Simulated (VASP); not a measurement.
Here is a VASP 6.6.1 calculation.

POSCAR

```
Ge
1.0
    4.1037054460      0.0000000000      0.0000000000
   -2.0518527230      3.5539131659      0.0000000000
    0.0000000000      0.0000000000     11.1380250504
Ge
4
Direct
    0.6666666667      0.3333333333      0.4148480000
    0.3333333333      0.6666666667      0.9148480000
    0.0000000000      0.0000000000      0.4774520000
    0.0000000000      0.0000000000      0.9774520000
```

INCAR.step1

```
SYSTEM = Ge
  ALGO = Normal
  EDIFF = 1E-4
  ENCUT = 520
  GGA = PE
  ISMEAR = -1
  LASPH = .TRUE.
  LCHARG = .FALSE.
  LREAL = .FALSE.
  LWAVE = .TRUE.
  NBANDS = 36
  NELM = 80
  PREC = Accurate
  SIGMA = 0.05
```

The input INCAR.step2:

```
SYSTEM = Ge
  ALGO = Normal
  EDIFF = 1E-6
  ENCUT = 520
  ISIF = 2
  ISMEAR = -1
  ISTART = 1
  LASPH = .TRUE.
  LCHARG = .TRUE.
  LELF = .TRUE.
  LMIXTAU = .TRUE.
  LREAL = .FALSE.
  LVHAR = .TRUE.
  LWAVE = .FALSE.
  METAGGA = R2SCAN
  NBANDS = 36
  NELM = 80
  PREC = Accurate
  SIGMA = 0.05
```

The input KPOINTS:

```
k-points
0
G
  8 8 3
  0 0 0
```

Potentials or basis: VASP PAW PBE potentials, release 64 (Ge_d).

Run with:

```sh
$ cat potpaw_PBE.64/Ge_d/POTCAR > POTCAR
$ cp INCAR.step1 INCAR
$ mpirun -np 1 vasp_std > vasp.out
$ cp INCAR.step2 INCAR
$ mpirun -np 1 vasp_std > vasp.out
```

Predict the band gap on the k mesh.

0.70 eV.

Predict the pressure.

-2.8 GPa.

Estimate the largest force.

0.323 eV/Å.

Stress tensor (GPa, compression positive):
```
-3.65  0.00  0.00
 0.00 -3.65  0.00
 0.00  0.00 -0.96
```

Caveat: the PAW data sets were made with another functional, which shifts forces and pressure a little. A k mesh can miss the band edges.
